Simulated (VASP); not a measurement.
# MgO (Fm-3m) in VASP: single point with r2SCAN

Aim: the single point of MgO with r2SCAN.

All numbers are computed with VASP 6.6.1; they aren't measurements. Logs are shortened: lines on timing, memory, paths and dates and some standing lists are left out, and cuts for length are marked.

## (1) The cell of the first run

The structure is cubic, space group Fm-3m (No. 225). The conventional cell has a = 4.130 Å, b = 4.130 Å, c = 4.130 Å, α = 90.00°, β = 90.00°, γ = 90.00°. Mg (site symmetry m-3m) has 6 O at 2.06 Å within 2.7 Å. Within 2.7 Å of O (site symmetry m-3m) lie 6 Mg at 2.06 Å.

## (2) Single point, r2SCAN

Contents of POSCAR:

```
MgO
1.0
    0.0000000000      2.0648475658      2.0648475658
    2.0648475658      0.0000000000      2.0648475658
    2.0648475658      2.0648475658      0.0000000000
Mg O
1 1
Direct
    0.0000000000      0.0000000000      0.0000000000
    0.5000000000      0.5000000000      0.5000000000
```

Contents of INCAR.step1:

```
SYSTEM = MgO
PREC = Accurate ; ENCUT = 920
ISMEAR = 0 ; SIGMA = 0.01
LREAL = .FALSE. ; LASPH = .TRUE.
NELM = 120 ; NBANDS = 15
GGA = PE ; ALGO = Normal
EDIFF = 1E-5 ; LWAVE = .TRUE.
LCHARG = .FALSE. ; GGA_COMPAT = .FALSE.
```

Contents of INCAR.step2:

```
SYSTEM = MgO
PREC = Accurate ; ENCUT = 920
EDIFF = 1E-6 ; ISMEAR = 0
SIGMA = 0.01 ; LREAL = .FALSE.
LASPH = .TRUE. ; NELM = 120
ALGO = Normal ; ISIF = 2
LWAVE = .FALSE. ; LCHARG = .TRUE.
METAGGA = R2SCAN ; LMIXTAU = .TRUE.
LELF = .TRUE. ; LVHAR = .TRUE.
NBANDS = 15 ; ISTART = 1
GGA_COMPAT = .FALSE.
```

Contents of KPOINTS:

```
Automatic mesh
0
G
  10 10 10
  0 0 0
```

Potentials or basis: VASP PAW PBE potentials, release 64 (Mg_sv, O).

Command:

```sh
$ cat potpaw_PBE.64/Mg_sv/POTCAR potpaw_PBE.64/O/POTCAR > POTCAR
$ cp INCAR.step1 INCAR
$ mpirun -np 1 vasp_std > vasp.out
$ cp INCAR.step2 INCAR
$ mpirun -np 1 vasp_std > vasp.out
```

OUTCAR:

```text
SYSTEM = MgO
   PREC = Accurate
   ENCUT = 920
   EDIFF = 1E-6
   ISMEAR = 0
   LREAL = .FALSE.
   LASPH = .TRUE.
   NELM = 120
   ISIF = 2
   METAGGA = R2SCAN
   ISTART = 1

 ion  position               nearest neighbor table
   1  0.000  0.000  0.000-   2 2.06   2 2.06   2 2.06   2 2.06   2 2.06   2 2.06
   2  0.500  0.500  0.500-   1 2.06   1 2.06   1 2.06   1 2.06   1 2.06   1 2.06

  LATTYP: Found a face centered cubic cell.
 ALAT       =     4.1296951316

  Lattice vectors:

 A1 = (   0.0000000000,   2.0648475658,   2.0648475658)
 A2 = (   2.0648475658,   0.0000000000,   2.0648475658)
 A3 = (   2.0648475658,   2.0648475658,   0.0000000000)

Analysis of symmetry for initial positions (statically):
=====================================================================
 Subroutine PRICEL returns:
 Original cell was already a primitive cell.

 Routine SETGRP: Setting up the symmetry group for a
 face centered cubic supercell.

 Subroutine GETGRP returns: Found 48 space group operations
 (whereof 48 operations were pure point group operations)
 out of a pool of 48 trial point group operations.

The static configuration has the point symmetry O_h .

Analysis of symmetry for dynamics (positions and initial velocities):
=====================================================================
 Subroutine PRICEL returns:
 Original cell was already a primitive cell.

 Routine SETGRP: Setting up the symmetry group for a
 face centered cubic supercell.

 Subroutine GETGRP returns: Found 48 space group operations
 (whereof 48 operations were pure point group operations)
 out of a pool of 48 trial point group operations.

The dynamic configuration has the point symmetry O_h .

 Subroutine INISYM returns: Found 48 space group operations
 (whereof 48 operations are pure point group operations),
 and found     1 'primitive' translations

----------------------------------------------------------------------------------------

                                     Primitive cell

  volume of cell :      17.6073

  direct lattice vectors                    reciprocal lattice vectors
     0.000000000  2.064847566  2.064847566    -0.242148626  0.242148626  0.242148626
     2.064847566  0.000000000  2.064847566     0.242148626 -0.242148626  0.242148626
     2.064847566  2.064847566  0.000000000     0.242148626  0.242148626 -0.242148626

  length of vectors
     2.920135432  2.920135432  2.920135432     0.419413722  0.419413722  0.419413722

  position of ions in fractional coordinates (direct lattice)
[... 90 lines left out ...]
   NELECT =      16.0000    total number of electrons
   NUPDOWN=      -1.0000    fix difference up-down
   EMIN   =  10.00;   EMAX   =-10.00  energy-range for DOS
   EFERMI =   0.00;   METHOD = LEGACY
   ISMEAR =     0;   SIGMA  =   0.01  broadening in eV -4-tet -1-fermi 0-gaus
   EFERMI_NEDOS =   21; number of points for ismear=-14 and -15
   IALGO  =     38    algorithm
   IMIX   =      4    mixing-type and parameters
     AMIX     =   0.40;   BMIX     =  1.00
     AMIX_MAG =   1.60;   BMIX_MAG =  1.00
  volume/ion in A,a.u.               =       8.80        59.41
  Fermi-wavevector in a.u.,A,eV,Ry     =   1.585685  2.996510 34.210433  2.514396
  Thomas-Fermi vector in A             =   2.685111
   LORBIT       =      0    0 simple, 1 ext, 2 COOP (PROOUT), +10 PAW based schemes
   METAGGA = R2SCAN    functional components
   LHFCALC =     F    Hartree Fock is set to
   AEXX    =    0.0000 exact exchange contribution
   IVDW    =     0    specifies the selected vdW correction
   LEPSILON=     F    determine dielectric tensor
   LRPA    =     F    only Hartree local field effects (RPA)
 non-spin polarized calculation
 Gauss-broadening in eV      SIGMA  =   0.01
  energy-cutoff  :      920.00
  volume of cell :       17.61
 maximum number of plane-waves:      1139
 NGX is ok and might be reduce to    30
   NGX = 15   NGY = 15   NGZ = 15

 number of electron      16.0000008 magnetization

 Free energy of the ion-electron system (eV)
  ---------------------------------------------------
  ext. energy  EPLUGINS =         0.00000000
  ---------------------------------------------------
  free energy    TOTEN  =       -16.12055433 eV

  energy without entropy =      -16.12055433  energy(sigma->0) =      -16.12055433

 E-fermi :   3.1901     XC(G=0): -12.3743

 val. band max:        2.9339257856   @ k =   0.0000   0.0000   0.0000
 cond. band min:       9.1980687362   @ k =   0.0000   0.0000   0.0000
 fundamental gap:      6.2641429507
 Fermi energy:         3.1901232363

 k-point     1 :       0.0000    0.0000    0.0000
  band No.  band energies     occupation
      1     -71.8210      2.00000
      2     -36.9017      2.00000
      3     -36.9017      2.00000
      4     -36.9017      2.00000
      5     -15.5644      2.00000
      6       2.9339      2.00000
      7       2.9339      2.00000
      8       2.9339      2.00000
      9       9.1981      0.00000
     10      20.1462      0.00000
     11      20.1462      0.00000
     12      20.1462      0.00000
     13      24.4299      0.00000
     14      26.3183      0.00000
[... 401 lines left out ...]
      2     -36.9765      2.00000
      3     -36.9313      2.00000
      4     -36.9283      2.00000
      5     -14.2171      2.00000
      6      -0.8272      2.00000
      7       1.5352      2.00000
      8       1.7628      2.00000
      9      13.9893      0.00000
     10      14.4932      0.00000
     11      18.4497      0.00000
     12      23.3014      0.00000
     13      23.5345      0.00000
     14      30.0439      0.00000
     15      32.7573      0.00000

 [... further k-points ...]

------------------------ aborting loop because EDIFF is reached ----------------------------------------

  FORCE on cell =-STRESS in cart. coord.  units (eV):
  Direction    XX          YY          ZZ          XY          YZ          ZX
  --------------------------------------------------------------------------------------
  -------------------------------------------------------------------------------------
  Total        1.1623347      1.1623347      1.1623347     -0.0000000      0.0000000      0.0000000
  in kB      105.7664192    105.7664192    105.7664192     -0.0000000      0.0000000      0.0000000
  external PRESSURE =     105.7664192 kB  Pullay stress =       0.0000000 kB

 VOLUME and BASIS-vectors are now :
 -----------------------------------------------------------------------------
  energy-cutoff  :      920.00
  volume of cell :       17.61
      direct lattice vectors                 reciprocal lattice vectors
     0.000000000  2.064847566  2.064847566    -0.242148626  0.242148626  0.242148626
     2.064847566  0.000000000  2.064847566     0.242148626 -0.242148626  0.242148626
     2.064847566  2.064847566  0.000000000     0.242148626  0.242148626 -0.242148626

 POSITION                                       TOTAL-FORCE (eV/Angst)
 -----------------------------------------------------------------------------------
      0.00000      0.00000      0.00000        -0.000000      0.000000     -0.000000
      2.06485      2.06485      2.06485         0.000000     -0.000000      0.000000
 -----------------------------------------------------------------------------------
    total drift:                                0.000000      0.000000      0.000000

  FREE ENERGIE OF THE ION-ELECTRON SYSTEM (eV)
  ---------------------------------------------------
  free  energy   TOTEN  =       -16.1205543275 eV

  energy  without entropy=      -16.1205543275  energy(sigma->0) =      -16.12055433
```

OSZICAR.step1:

```text
N       E                     dE             d eps       ncg     rms          rms(c)
DAV:   1     0.166628225059E+03    0.16663E+03   -0.14760E+04  1410   0.194E+03
DAV:   2    -0.724848667421E+01   -0.17388E+03   -0.16436E+03  1655   0.457E+02
DAV:   3    -0.133347026737E+02   -0.60862E+01   -0.60486E+01  1867   0.804E+01
DAV:   4    -0.134294511925E+02   -0.94749E-01   -0.94734E-01  1585   0.989E+00
DAV:   5    -0.134311369355E+02   -0.16857E-02   -0.16856E-02  1760   0.106E+00    0.862E+00
DAV:   6    -0.118230840250E+02    0.16081E+01   -0.24860E+00  1508   0.150E+01    0.273E+00
DAV:   7    -0.118120840526E+02    0.11000E-01   -0.14804E-01  1732   0.359E+00    0.169E+00
DAV:   8    -0.118029582837E+02    0.91258E-02   -0.36993E-02  1711   0.223E+00    0.348E-01
DAV:   9    -0.118016851701E+02    0.12731E-02   -0.37323E-03  1557   0.588E-01    0.101E-01
DAV:  10    -0.118018567693E+02   -0.17160E-03   -0.28447E-04  1746   0.181E-01    0.453E-02
DAV:  11    -0.118018486358E+02    0.81334E-05   -0.23701E-05  1718   0.458E-02
   1 F= -.11801849E+02 E0= -.11801849E+02  d E =-.795911-131
```

It took 2.3 min on 1 thread of Intel Xeon Platinum 8259CL at 2.50GHz (Skylake/Cascade Lake), shared host; peak memory 0.18 GiB.

What came out:

- Free energy: -16.1206 eV
- Pressure: 10.6 GPa
- Band gap on the k mesh: 6.26 eV

Caveat: the cell stands under pressure; the PAW data sets were made with another functional, which shifts forces and pressure a little.
